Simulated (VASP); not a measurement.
A run of VASP 6.6.1 is set up as follows.

File POSCAR:

```
Os
1.0
    2.7070119060      0.0000000000      0.0000000000
   -1.3535059530      2.3443410789      0.0000000000
    0.0000000000      0.0000000000      4.2736721738
Os
2
Direct
    0.3333333333      0.6666666667      0.7500000000
    0.6666666667      0.3333333333      0.2500000000
```

INCAR.step1

```
SYSTEM = Os
PREC = Accurate
ENCUT = 600
ISMEAR = 0
SIGMA = 0.05
LREAL = .False.
LASPH = .True.
NELM = 80
GGA = PE
ALGO = Normal
EDIFF = 1E-4
LWAVE = .True.
LCHARG = .False.
```

The input INCAR.step2:

```
SYSTEM = Os
PREC = Accurate
ENCUT = 600
EDIFF = 1E-6
ISMEAR = 0
SIGMA = 0.05
LREAL = .False.
LASPH = .True.
NELM = 80
ALGO = Normal
ISIF = 4
LWAVE = .False.
LCHARG = .False.
METAGGA = R2SCAN
LMIXTAU = .True.
IBRION = 2
NSW = 60
EDIFFG = -0.04
ISTART = 1
```

KPOINTS

```
regular mesh
0
Gamma
  18 18 10
  0 0 0
```

Potentials or basis: VASP PAW PBE potentials, release 64 (Os).

Run with:

```bash
$ cat potpaw_PBE.64/Os/POTCAR > POTCAR
$ cp INCAR.step1 INCAR
$ mpirun -np 1 vasp_std > vasp.out
$ cp INCAR.step2 INCAR
$ mpirun -np 1 vasp_std > vasp.out
```

Problem. Predict the band gap on the k mesh.

Solution. Zero (bands 8 and 9 overlap by 4.31 eV).

Final structure:
```cif
data_structure
_symmetry_space_group_name_H-M 'P 1'
_symmetry_Int_Tables_number 1
_cell_length_a 2.7046
_cell_length_b 2.7046
_cell_length_c 4.2814
_cell_angle_alpha 90.000
_cell_angle_beta 90.000
_cell_angle_gamma 120.000
_cell_volume 27.12
loop_
_atom_site_label
_atom_site_type_symbol
_atom_site_fract_x
_atom_site_fract_y
_atom_site_fract_z
_atom_site_occupancy
Os1 Os 0.33333 0.66667 0.75000 1
Os2 Os 0.66667 0.33333 0.25000 1
```

Caveat: spin-orbit coupling is left out, which moves the levels of the heavy elements.
